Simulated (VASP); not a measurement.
The system is ScS4.

```xyz
5
Lattice="3.7842 -3.9736 0.0000 3.7842 3.9736 0.0000 0.0000 0.0000 3.3981" Properties=species:S:1:pos:R:3 pbc="T T T"
Sc    0.0000    0.0000    0.0000
S     3.7842   -2.4684    1.6990
S     3.7842    2.4684    1.6990
S     2.1585    0.0000    0.0000
S     5.4098    0.0000    0.0000
```

The cell was generated, and may not be a known phase.

| Quantity | Value |
| --- | --- |
| Program | VASP 6.6.1 |
| Task | relaxation of cell and atoms |
| Functional | PBE |
| Potentials or basis | VASP PAW PBE potentials, release 64 (Sc_sv, S) |
| Cutoff | 600 eV |
| k mesh | 4 × 4 × 6 |
| Occupations | gaussian, width 0.1 eV |
| Spin | no spin polarisation |

At the start: pressure 19.8 GPa; volume 20.44 Å³/atom.

How do energy, volume and symmetry change on relaxing?

Over 31 steps the energy falls by 590.6 meV/atom and the volume is 19.67 Å³/atom (-3.8 %); space group Cmmm (No. 65, to 0.1 Å) before and after.

The path:
| step | energy change (eV) | largest force (eV/Å) | pressure (GPa) | volume (Å³) |
| --- | --- | --- | --- | --- |
| 1 | 0.0000 | 3.7434 | 19.78 | 102.19 |
| 2 | -1.3114 | 0.7113 | -7.29 | 144.11 |
| 3 | -1.9177 | 0.6156 | -1.52 | 125.57 |
| 4 | -1.9184 | 0.6551 | -1.27 | 125.07 |
| 5 | -1.9180 | 0.6946 | -1.03 | 124.58 |
| 6 | -1.9907 | 0.6849 | -1.04 | 122.03 |
| 7 | -2.2164 | 0.6959 | -0.74 | 114.53 |
| 8 | -2.5661 | 1.0984 | 2.24 | 100.30 |
| 9 | -0.3570 | 2.1588 | 30.93 | 74.80 |
| 10 | -2.4527 | 1.3566 | 4.35 | 98.75 |
| 11 | -2.1437 | 1.4272 | 13.09 | 86.34 |
| 12 | -2.4361 | 1.4475 | 5.76 | 96.28 |
| 13 | -2.4564 | 1.3944 | 5.74 | 95.97 |
| 14 | -2.5100 | 1.2373 | 5.74 | 95.05 |
| 15 | -2.5857 | 0.9063 | 5.99 | 93.23 |
| 16 | -2.5771 | 0.1112 | 7.55 | 89.60 |
| 17 | -2.6097 | 0.5702 | 6.55 | 91.57 |
| 18 | -2.6638 | 0.4627 | 5.61 | 92.45 |
| 19 | -2.7821 | 0.2728 | 3.08 | 95.11 |
| 20 | -2.8573 | 0.2891 | -0.98 | 100.56 |
| 21 | -2.8581 | 0.2636 | -0.68 | 100.09 |
| 22 | -2.8656 | 0.2846 | -0.58 | 99.92 |
| 23 | -2.8866 | 0.3448 | -0.28 | 99.40 |
| 24 | -2.9168 | 0.4239 | 0.38 | 98.33 |
| 25 | -2.9005 | 0.4330 | 2.03 | 96.11 |
| 26 | -2.9234 | 0.4442 | 0.95 | 97.54 |
| 27 | -2.9348 | 0.3489 | 0.68 | 97.80 |
| 28 | -2.9486 | 0.0863 | -0.02 | 98.52 |
| 29 | -2.9486 | 0.0726 | -0.06 | 98.56 |
| 30 | -2.9513 | 0.0571 | -0.02 | 98.47 |
| 31 | -2.9531 | 0.0383 | 0.07 | 98.33 |

Final structure:
```
Sc S
1.0
     3.97530   -3.40511    0.00000
     3.97530    3.40511    0.00000
     0.00000    0.00000    3.63195
Sc S
1 4
Direct
  0.00000 0.00000 0.00000
  0.73017 0.26983 0.50000
  0.26983 0.73017 0.50000
  0.31821 0.31821 0.00000
  0.68179 0.68179 0.00000
```

Caveat: an odd number of electrons without spin polarisation forces a metal; a magnetic or distorted state may lie lower.
